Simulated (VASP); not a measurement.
Runs of VASP 6.6.1 on AlSiN. The structure is that of space group P-6m2 (No. 187), or close to it. The cells are those of the table. The cell was built from a structure type or drawn by symmetry, and may not be a known phase.

```csv
task,cell,k mesh,gap on the mesh (eV),pressure (GPa),relaxed volume (Å³/atom)
single point,"a = 3.055, b = 3.055, c = 6.885 Å, angles 90.0, 90.0, 120.0°, 3 atoms",18 × 18 × 8,none,-0.1,-
relaxation of cell and atoms,"relaxed from a = 3.646, b = 3.646, c = 3.662 Å, angles 90.0, 90.0, 120.0°, 3 atoms",6 × 6 × 6,none,0.4,14.79
relaxation of cell and atoms,"relaxed from a = 3.055, b = 3.055, c = 6.885 Å, angles 90.0, 90.0, 120.0°, 3 atoms",18 × 18 × 8,none,-0.1,-
relaxation of cell and atoms,"relaxed from a = 3.062, b = 3.062, c = 6.427 Å, angles 90.0, 90.0, 120.0°, 3 atoms",18 × 18 × 8,none,0.0,(a)
single point,"a = 3.062, b = 3.062, c = 6.427 Å, angles 90.0, 90.0, 120.0°, 3 atoms",6 × 6 × 6,none,-0.1,-
single point,"a = 3.646, b = 3.646, c = 3.662 Å, angles 90.0, 90.0, 120.0°, 3 atoms",6 × 6 × 6,none,-10.5,-
```

Alike in all rows: level PBE; potentials or basis VASP PAW PBE potentials, release 64 (Al, Si, N); no spin polarisation; cutoff (eV) 600; smearing gaussian 0.1 eV.

Question: Fill in the values left out.

Answer: (a) 18.47.

Caveats: some runs use coarse meshes; a cell axis changed by over 15 % at a fixed basis, so the end point is rough (at least some runs); the relaxation stopped at its first step, so nothing moved (at least some runs); the cell stands under tension (at least some runs).

A gap of «none» marks levels without a gap at the run's occupations.
